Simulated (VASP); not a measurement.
Here is a VASP 6.6.1 calculation.

File INCAR:

```
ALGO     = Normal         # electronic algorithm
EDIFF    = 1E-8           # SCF threshold, eV
ENCUT    = 520            # plane-wave cutoff, eV
GGA      = PS             # functional
IBRION   = 8              # ionic algorithm
ISIF     = 2              # what is computed and relaxed
ISMEAR   = 0              # smearing method
LASPH    = True           # aspherical terms in the spheres
LCHARG   = False          # write CHGCAR
LEPSILON = True           # dielectric tensor by DFPT
LREAL    = False          # projectors in reciprocal space
LWAVE    = False          # write WAVECAR
NBANDS   = 35             # bands
NELM     = 100            # most SCF steps
NSW      = 1              # ionic steps
PREC     = Accurate       # precision mode
SIGMA    = 0.01           # smearing width, eV
```

File KPOINTS:

```
k-points
0
Gamma
  6 6 2
```

The input POSCAR:

```
Te2Mo
1.0
    3.4941957515      0.0000000000      0.0000000000
   -1.7470978757      3.0260622866      0.0000000000
    0.0000000000      0.0000000000     14.0094299293
Te Mo
4 2
Direct
    0.3333333333      0.6666666667      0.6211464091
    0.6666666667      0.3333333333      0.1211464091
    0.3333333333      0.6666666667      0.8788535909
    0.6666666667      0.3333333333      0.3788535909
    0.3333333333      0.6666666667      0.2500000000
    0.6666666667      0.3333333333      0.7500000000
```

Potentials or basis: VASP PAW PBE potentials, release 64 (Te, Mo_sv).

Run with:

```sh
$ cat potpaw_PBE.64/Te/POTCAR potpaw_PBE.64/Mo_sv/POTCAR > POTCAR
$ mpirun -np 1 vasp_std > vasp.out
```

Problem. What does it give for the electronic dielectric tensor (diagonal)?

Solution. 20.38, 20.38, 11.36.

Problem. Predict the Born charges (mean of the diagonal).

Solution. Te +1.41; Mo -2.81 e.

Problem. Predict the highest phonon frequency at Γ, LO-TO splitting left out.

Solution. 293 cm⁻¹.

Born effective charge tensors (e):
atom 1, Te
```
1.68 0.00 0.00
0.00 1.68 0.00
0.00 0.00 0.87
```
atom 2, Te
```
1.68 0.00 0.00
0.00 1.68 0.00
0.00 0.00 0.87
```
atom 3, Te
```
1.68 0.00 0.00
0.00 1.68 0.00
0.00 0.00 0.87
```
atom 4, Te
```
1.68 0.00 0.00
0.00 1.68 0.00
0.00 0.00 0.87
```
atom 5, Mo
```
-3.35  0.00  0.00
 0.00 -3.35  0.00
 0.00  0.00 -1.73
```
atom 6, Mo
```
-3.35  0.00  0.00
 0.00 -3.35  0.00
 0.00  0.00 -1.73
```
